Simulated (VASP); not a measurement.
Here is a VASP 6.6.1 calculation.

File INCAR:

```
PREC = Accurate ; ENCUT = 520
EDIFF = 1E-6 ; ISMEAR = 0
SIGMA = 0.01 ; LREAL = False
LASPH = True ; NELM = 60
ALGO = Normal ; ISIF = 2
LWAVE = False ; LCHARG = True
GGA = PS ; IVDW = 12
LELF = True ; LVHAR = True
NBANDS = 21
```

File KPOINTS:

```
regular mesh
0
Gamma
  6 6 4
```

File POSCAR:

```
CdH2O2
1.0
    3.7879261519      0.0000000000      0.0000000000
   -1.8939630759      3.2804398825      0.0000000000
    0.0000000000      0.0000000000      4.3813668174
Cd H O
1 2 2
Direct
    0.3333333333      0.6666666667      0.9873000000
    0.0000000000      0.0000000000      0.0080770000
    0.6666666667      0.3333333333      0.4318850000
    0.0000000000      0.0000000000      0.7861940000
    0.6666666667      0.3333333333      0.2118940000
```

Potentials or basis: VASP PAW PBE potentials, release 64 (Cd, H, O).

The run is started by

```bash
$ cat potpaw_PBE.64/Cd/POTCAR potpaw_PBE.64/H/POTCAR potpaw_PBE.64/O/POTCAR > POTCAR
$ mpirun -np 1 vasp_std > vasp.out
```

**Question.** What does it give for the band gap on the k mesh?

**Answer.** 1.21 eV, indirect (least direct gap 1.74 eV).

**Question.** Predict the dispersion energy per atom.

**Answer.** -0.091 eV.

**Question.** Predict the pressure.

**Answer.** -1.6 GPa.

**Question.** What does it give for the largest force?

**Answer.** 0.992 eV/Å.

Stress tensor (GPa, compression positive):
```
-3.45  0.00  0.00
 0.00 -3.45  0.00
 0.00  0.00  2.03
```

Caveat: the PAW data sets were made with another functional, which shifts forces and pressure a little. A hybrid or GW would open this gap; PBEsol tends to underestimate it.
